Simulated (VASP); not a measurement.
A run of VASP 6.6.1:

File INCAR:

```
PREC     = Accurate       # precision mode
ENCUT    = 520            # plane-wave cutoff, eV
EDIFF    = 1E-6           # SCF threshold, eV
ISMEAR   = 0              # smearing method
SIGMA    = 0.1            # smearing width, eV
LREAL    = F              # projectors in reciprocal space
LASPH    = T              # aspherical terms in the spheres
NELM     = 100            # most SCF steps
ALGO     = Normal         # electronic algorithm
ISIF     = 2              # what is computed and relaxed
LWAVE    = F              # write WAVECAR
LCHARG   = F              # write CHGCAR
GGA      = PE             # functional
NBANDS   = 23             # bands
```

File KPOINTS:

```
regular mesh
0
Gamma
  18 18 10
```

File POSCAR:

```
NiSb
1.0
    3.9560915768      0.0000000000      0.0000000000
   -1.9780457884      3.4260758052      0.0000000000
    0.0000000000      0.0000000000      5.2600163267
Ni Sb
2 2
Direct
    0.0000000000      0.0000000000      0.0000000000
    0.0000000000      0.0000000000      0.5000000000
    0.3333333332      0.6666666668      0.2500000000
    0.6666666668      0.3333333332      0.7500000000
```

Potentials or basis: VASP PAW PBE potentials, release 64 (Ni, Sb).

Command:

```sh
$ cat potpaw_PBE.64/Ni/POTCAR potpaw_PBE.64/Sb/POTCAR > POTCAR
$ mpirun -np 1 vasp_std > vasp.out
```

Hardware: 1 thread of Intel Xeon 8259CL, on a shared host.

Problem. Estimate the wall time of this run.

Solution. Run time: 9.5 min on 1 thread of Intel Xeon 8259CL (shared host), peak memory 0.44 GiB. Counts: scf iterations 16, k points 222.
